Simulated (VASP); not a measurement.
# Nb3Pb (Pm-3n) in VASP: single point with PBE

Aim: the single point of Nb3Pb with PBE.

All numbers are computed with VASP 6.6.1; they aren't measurements. Logs are shortened: lines on timing, memory, paths and dates and some standing lists are left out, and cuts for length are marked.

## Step 1: The cell of the first run

The structure is cubic, space group Pm-3n (No. 223). The conventional cell has a = 5.287 Å, b = 5.287 Å, c = 5.287 Å, α = 90.00°, β = 90.00°, γ = 90.00°. Nb (site symmetry -4m2) has 10 Nb at 2.64 to 3.24 Å and 4 Pb at 2.96 Å within 3.5 Å. Within 3.9 Å of Pb (site symmetry m-3) lie 12 Nb at 2.96 Å.

## Step 2: Single point, PBE

File INCAR:

```
  PREC = Accurate
  ENCUT = 520
  EDIFF = 1E-6
  ISMEAR = -1
  SIGMA = 0.1
  LREAL = False
  LASPH = True
  NELM = 80
  ALGO = Normal
  ISIF = 2
  LWAVE = False
  LCHARG = False
  GGA = PE
  NBANDS = 63
```

File KPOINTS:

```
Automatic mesh
0
Gamma
  7 7 7
```

File POSCAR:

```
Nb3Pb
1.0
    5.2867750600      0.0000000000      0.0000000000
    0.0000000000      5.2867750600      0.0000000000
    0.0000000000      0.0000000000      5.2867750600
Nb Pb
6 2
Direct
    0.2500000000      0.0000000000      0.5000000000
    0.5000000000      0.7500000000      0.0000000000
    0.7500000000      0.0000000000      0.5000000000
    0.5000000000      0.2500000000      0.0000000000
    0.0000000000      0.5000000000      0.7500000000
    0.0000000000      0.5000000000      0.2500000000
    0.0000000000      0.0000000000      0.0000000000
    0.5000000000      0.5000000000      0.5000000000
```

Potentials or basis: VASP PAW PBE potentials, release 64 (Nb_sv, Pb_d).

Run with:

```
cat potpaw_PBE.64/Nb_sv/POTCAR potpaw_PBE.64/Pb_d/POTCAR > POTCAR
mpirun -np 1 vasp_std > vasp.out
```

OUTCAR:

```text
PREC = Accurate
   ENCUT = 520
   EDIFF = 1E-6
   ISMEAR = -1
   LREAL = False
   LASPH = True
   NELM = 80
   ISIF = 2
   GGA = PE

 ion  position               nearest neighbor table
   1  0.250  0.000  0.500-   3 2.64   3 2.64   8 2.96   7 2.96   8 2.96   7 2.96
   2  0.500  0.750  0.000-   4 2.64   4 2.64   8 2.96   8 2.96   7 2.96   7 2.96
   3  0.750  0.000  0.500-   1 2.64   1 2.64   8 2.96   7 2.96   8 2.96   7 2.96
   4  0.500  0.250  0.000-   2 2.64   2 2.64   8 2.96   8 2.96   7 2.96   7 2.96
   5  0.000  0.500  0.750-   6 2.64   6 2.64   8 2.96   7 2.96   7 2.96   8 2.96
   6  0.000  0.500  0.250-   5 2.64   5 2.64   8 2.96   7 2.96   7 2.96   8 2.96
   7  0.000  0.000  0.000-   1 2.96   2 2.96   3 2.96   4 2.96   5 2.96   6 2.96   1 2.96   3 2.96
                             5 2.96   6 2.96   2 2.96   4 2.96
   8  0.500  0.500  0.500-   1 2.96   2 2.96   3 2.96   4 2.96   5 2.96   6 2.96   2 2.96   4 2.96
                             1 2.96   3 2.96   5 2.96   6 2.96

  LATTYP: Found a simple cubic cell.
 ALAT       =     5.2867750600

  Lattice vectors:

 A1 = (   5.2867750600,   0.0000000000,   0.0000000000)
 A2 = (   0.0000000000,   5.2867750600,   0.0000000000)
 A3 = (   0.0000000000,   0.0000000000,   5.2867750600)

Analysis of symmetry for initial positions (statically):
=====================================================================
 Subroutine PRICEL returns:
 Original cell was already a primitive cell.

 Routine SETGRP: Setting up the symmetry group for a
 simple cubic supercell.

 Subroutine GETGRP returns: Found 48 space group operations
 (whereof 24 operations were pure point group operations)
 out of a pool of 48 trial point group operations.

The static configuration has the point symmetry T_h .
 The point group associated with its full space group is O_h .

Analysis of symmetry for dynamics (positions and initial velocities):
=====================================================================
 Subroutine PRICEL returns:
 Original cell was already a primitive cell.

 Routine SETGRP: Setting up the symmetry group for a
 simple cubic supercell.

 Subroutine GETGRP returns: Found 48 space group operations
 (whereof 24 operations were pure point group operations)
 out of a pool of 48 trial point group operations.

The dynamic configuration has the point symmetry T_h .
 The point group associated with its full space group is O_h .

 Subroutine INISYM returns: Found 48 space group operations
 (whereof 24 operations are pure point group operations),
 and found     1 'primitive' translations

----------------------------------------------------------------------------------------

                                     Primitive cell

  volume of cell :     147.7653

  direct lattice vectors                    reciprocal lattice vectors
     5.286775060  0.000000000  0.000000000     0.189151229  0.000000000  0.000000000
     0.000000000  5.286775060  0.000000000     0.000000000  0.189151229  0.000000000
     0.000000000  0.000000000  5.286775060     0.000000000  0.000000000  0.189151229

  length of vectors
     5.286775060  5.286775060  5.286775060     0.189151229  0.189151229  0.189151229

  position of ions in fractional coordinates (direct lattice)
     0.250000000  0.000000000  0.500000000
     0.500000000  0.750000000  0.000000000
     0.750000000  0.000000000  0.500000000
     0.500000000  0.250000000  0.000000000
     0.000000000  0.500000000  0.750000000
     0.000000000  0.500000000  0.250000000
     0.000000000  0.000000000  0.000000000
     0.500000000  0.500000000  0.500000000

  ion indices of the primitive-cell ions
   primitive index   ion index
                 1           1
                 2           2
                 3           3
                 4           4
                 5           5
                 6           6
                 7           7
                 8           8

----------------------------------------------------------------------------------------

 KPOINTS: Automatic mesh

Automatic generation of k-mesh.
 Grid dimensions read from file:
 generate k-points for:    7    7    7

 Generating k-lattice:

  Cartesian coordinates                     Fractional coordinates (reciprocal lattice)
     0.027021604  0.000000000  0.000000000     0.142857143  0.000000000  0.000000000
     0.000000000  0.027021604  0.000000000     0.000000000  0.142857143  0.000000000
     0.000000000  0.000000000  0.027021604     0.000000000  0.000000000  0.142857143

  Length of vectors
     0.027021604  0.027021604  0.027021604

  Shift w.r.t. Gamma in fractional coordinates (k-lattice)
     0.000000000  0.000000000  0.000000000

 Subroutine IBZKPT returns following result:
 ===========================================

 Found     20 irreducible k-points:

 Following reciprocal coordinates:
            Coordinates               Weight
  0.000000  0.000000  0.000000      1.000000
  0.142857  0.000000  0.000000      6.000000
  0.285714  0.000000  0.000000      6.000000
  0.428571  0.000000  0.000000      6.000000
  0.142857  0.142857  0.000000     12.000000
  0.285714  0.142857  0.000000     24.000000
[... 12 lines left out ...]
  0.428571  0.428571  0.285714     24.000000
  0.428571  0.428571  0.428571      8.000000
   k-points           NKPTS =     20   k-points in BZ     NKDIM =     20   number of bands    NBANDS=     63
   number of dos      NEDOS =    301   number of ions     NIONS =      8
   total plane-waves  NPLWV =  64000
   dimension x,y,z NGX =    40 NGY =   40 NGZ =   40
   dimension x,y,z NGXF=    80 NGYF=   80 NGZF=   80
   ions per type =               6   2
   NGX,Y,Z   is equivalent  to a cutoff of  12.58, 12.58, 12.58 a.u.
   NGXF,Y,Z  is equivalent  to a cutoff of  25.16, 25.16, 25.16 a.u.
 SYSTEM =  unknown system
   PREC   = accura    normal or accurate (medium, high low for compatibility)
   ISTART =      0    job   : 0-new  1-cont  2-samecut
   ICHARG =      2    charge: 1-file 2-atom 10-const
   ISPIN  =      1    spin polarized calculation?
   LNONCOLLINEAR =      F non collinear calculations
   LSORBIT =      F    spin-orbit coupling
   LASPH  =      T    aspherical Exc in radial PAW
   ENCUT  =  520.0 eV  38.22 Ry    6.18 a.u.   9.83  9.83  9.83*2*pi/ulx,y,z
   NELM   =     80;   NELMIN=  2; NELMDL= -5     # of ELM steps
   EDIFF  = 0.1E-05   stopping-criterion for ELM
   LREAL  =      F    real-space projection
   EDIFFG = 0.1E-04   stopping-criterion for IOM
   NSW    =      0    number of steps for IOM
   IBRION =     -1    ionic relax: 0-MD 1-quasi-New 2-CG
   NFREE  =      0    steps in history (QN), initial steepest desc. (CG)
   ISIF   =      2    stress and relaxation
   ISYM   =      2    0-nonsym 1-usesym 2-fastsym
   POTIM  = 0.5000    time-step for ionic-motion
   TEBEG  =    0.0;   TEEND  =   0.0 temperature during run
   PSTRESS=    0.0 pullay stress
   NELECT =     106.0000    total number of electrons
   NUPDOWN=      -1.0000    fix difference up-down
   EMIN   =  10.00;   EMAX   =-10.00  energy-range for DOS
   EFERMI =   0.00;   METHOD = LEGACY
   ISMEAR =    -1;   SIGMA  =   0.10  broadening in eV -4-tet -1-fermi 0-gaus
   EFERMI_NEDOS =   21; number of points for ismear=-14 and -15
   IALGO  =     38    algorithm
   IMIX   =      4    mixing-type and parameters
     AMIX     =   0.40;   BMIX     =  1.00
     AMIX_MAG =   1.60;   BMIX_MAG =  1.00
  volume/ion in A,a.u.               =      18.47       124.65
  Fermi-wavevector in a.u.,A,eV,Ry     =   1.465500  2.769394 29.221117  2.147692
  Thomas-Fermi vector in A             =   2.581350
   LORBIT       =      0    0 simple, 1 ext, 2 COOP (PROOUT), +10 PAW based schemes
   GGA     = PE    functional components
   LHFCALC =     F    Hartree Fock is set to
   AEXX    =    0.0000 exact exchange contribution
   IVDW    =     0    specifies the selected vdW correction
   LEPSILON=     F    determine dielectric tensor
   LRPA    =     F    only Hartree local field effects (RPA)
 non-spin polarized calculation
  energy-cutoff  :      520.00
  volume of cell :      147.77
 maximum number of plane-waves:      3996
 NGX is ok and might be reduce to    40
   NGX = 19   NGY = 19   NGZ = 19

 number of electron     106.0000015 magnetization

 Free energy of the ion-electron system (eV)
  ---------------------------------------------------
  ext. energy  EPLUGINS =         0.00000000
  ---------------------------------------------------
  free energy    TOTEN  =       -67.48443263 eV

  energy without entropy =      -67.16366389  energy(sigma->0) =      -67.32404826

 E-fermi :  11.6497     XC(G=0): -12.4786

 val. band max:       11.6400064299   @ k =   0.2857   0.1429   0.1429
 cond. band min:      11.6561323473   @ k =   0.2857   0.1429   0.0000
 fundamental gap:      0.0161259174
 Fermi energy:        11.6497042533

 k-point     1 :       0.0000    0.0000    0.0000
  band No.  band energies     occupation
      1     -42.9753      2.00000
      2     -42.9025      2.00000
      3     -42.9025      2.00000
      4     -42.6816      2.00000
      5     -42.6816      2.00000
      6     -42.6816      2.00000
[... 55 lines left out ...]
     62      15.4962      0.00000
     63      15.5443      0.00000

 k-point     2 :       0.1429    0.0000    0.0000
  band No.  band energies     occupation
      1     -42.9693      2.00000
      2     -42.9052      2.00000
      3     -42.8943      2.00000
      4     -42.6938      2.00000
      5     -42.6816      2.00000
      6     -42.6816      2.00000
[... 55 lines left out ...]
     62      15.2469      0.00000
     63      15.3209      0.00000

 k-point     3 :       0.2857    0.0000    0.0000
  band No.  band energies     occupation
      1     -42.9550      2.00000
      2     -42.9129      2.00000
      3     -42.8686      2.00000
      4     -42.7276      2.00000
      5     -42.6816      2.00000
      6     -42.6816      2.00000
[... 1111 lines left out ...]
     62      14.1111      0.00000
     63      14.2842      0.00000

 k-point    20 :       0.4286    0.4286    0.4286
  band No.  band energies     occupation
      1     -42.8398      2.00000
      2     -42.8302      2.00000
      3     -42.8302      2.00000
      4     -42.7803      2.00000
      5     -42.7803      2.00000
      6     -42.7743      2.00000
[... 55 lines left out ...]
     62      14.0641      0.00000
     63      14.3393      0.00000

------------------------ aborting loop because EDIFF is reached ----------------------------------------

  FORCE on cell =-STRESS in cart. coord.  units (eV):
  Direction    XX          YY          ZZ          XY          YZ          ZX
  --------------------------------------------------------------------------------------
  -------------------------------------------------------------------------------------
  Total        7.3949030      7.3949030      7.3949030      0.0000000     -0.0000000     -0.0000000
  in kB       80.1808334     80.1808334     80.1808334      0.0000000     -0.0000000     -0.0000000
  external PRESSURE =      80.1808334 kB  Pullay stress =       0.0000000 kB

 VOLUME and BASIS-vectors are now :
 -----------------------------------------------------------------------------
  energy-cutoff  :      520.00
  volume of cell :      147.77
      direct lattice vectors                 reciprocal lattice vectors
     5.286775060  0.000000000  0.000000000     0.189151229  0.000000000  0.000000000
     0.000000000  5.286775060  0.000000000     0.000000000  0.189151229  0.000000000
     0.000000000  0.000000000  5.286775060     0.000000000  0.000000000  0.189151229

 POSITION                                       TOTAL-FORCE (eV/Angst)
 -----------------------------------------------------------------------------------
      1.32169      0.00000      2.64339         0.000000      0.000000     -0.000000
      2.64339      3.96508      0.00000        -0.000000      0.000000     -0.000000
      3.96508      0.00000      2.64339        -0.000000     -0.000000     -0.000000
      2.64339      1.32169      0.00000         0.000000     -0.000000     -0.000000
      0.00000      2.64339      3.96508         0.000000      0.000000      0.000000
      0.00000      2.64339      1.32169         0.000000      0.000000      0.000000
      0.00000      0.00000      0.00000         0.000000     -0.000000      0.000000
      2.64339      2.64339      2.64339         0.000000     -0.000000      0.000000
 -----------------------------------------------------------------------------------
    total drift:                                0.000000     -0.000000      0.000000

  FREE ENERGIE OF THE ION-ELECTRON SYSTEM (eV)
  ---------------------------------------------------
  free  energy   TOTEN  =       -67.4844326292 eV

  energy  without entropy=      -67.1636638854  energy(sigma->0) =      -67.32404826
```

It took 3.2 min on 1 thread of Intel Xeon Platinum 8488C (Sapphire Rapids), shared host; peak memory 0.32 GiB.

What came out:

| Item | Value |
| --- | --- |
| Free energy | -67.4844 eV |
| Pressure | 8.0 GPa |
| Band gap on the k mesh | zero (bands 53 and 54 overlap by 0.27 eV) |

Caveat: the cell stands under pressure; spin-orbit coupling is left out, which moves the levels of the heavy elements.
